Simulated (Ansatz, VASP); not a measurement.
**SnTe: VASP beside Ansatz**

Contents of INCAR:

```
ALGO = Normal
EDIFF = 1E-8
ENCUT = 520
GGA = CA
ISIF = 2
ISMEAR = -1
LASPH = T
LCHARG = F
LEFG = T
LREAL = F
LWAVE = F
NBANDS = 17
NELM = 60
PREC = Accurate
SIGMA = 0.08
```

File KPOINTS:

```
k-points
0
Gamma
  11 11 11
```

The input POSCAR:

```
SnTe
1.0
    0.0000000000      3.1774045827      3.1774045827
    3.1774045827      0.0000000000      3.1774045827
    3.1774045827      3.1774045827      0.0000000000
Sn Te
1 1
Direct
    0.0000000000      0.0000000000      0.0000000000
    0.5000000000      0.5000000000      0.5000000000
```

Input for Ansatz:

```yaml
crystal:
  lattice:
    - [0.0, 3.1774045827, 3.1774045827]
    - [3.1774045827, 0.0, 3.1774045827]
    - [3.1774045827, 3.1774045827, 0.0]
  atoms:
    - { symbol: Sn, position: [0.0, 0.0, 0.0] }
    - { symbol: Te, position: [0.5, 0.5, 0.5] }
kpoints:
  mp_grid: { grid: [11, 11, 11] }
scf:
  occupations: { method: fermi_dirac, width: 0.08 }
hamiltonian:
  xc: lda
  pseudopotentials: { kind: all_electron, datasets: crystal }
output:
  forces: true
  stress: true
  eigenvalues: true
  efg: { contact_densities: true }
```

Change from the starting cell: volume scaled by 1.02, crystal datasets.

Alike in both runs: task electric field gradients; functional LDA; k mesh 11 × 11 × 11; occupations fermi-dirac, width 0.08 eV; no spin polarisation.

|  | VASP | Ansatz |
| --- | --- | --- |
| version | VASP 6.6.1 | Ansatz 0.2.0 |
| potentials or method | VASP PAW LDA potentials, release 64 (Sn_d, Te), cutoff 520 eV | all-electron PAW with datasets made for the crystal, scalar-relativistic |

```tsv
	VASP	Ansatz	Ansatz less VASP
pressure (GPa)	-2.5	-2.5	-0.03
```

LDA's correlation is that of Perdew and Zunger in VASP and of Perdew and Wang (1992) in Ansatz. Ansatz ran all-electron here, and VASP with PAW potentials.

Neither program's run includes spin-orbit coupling.
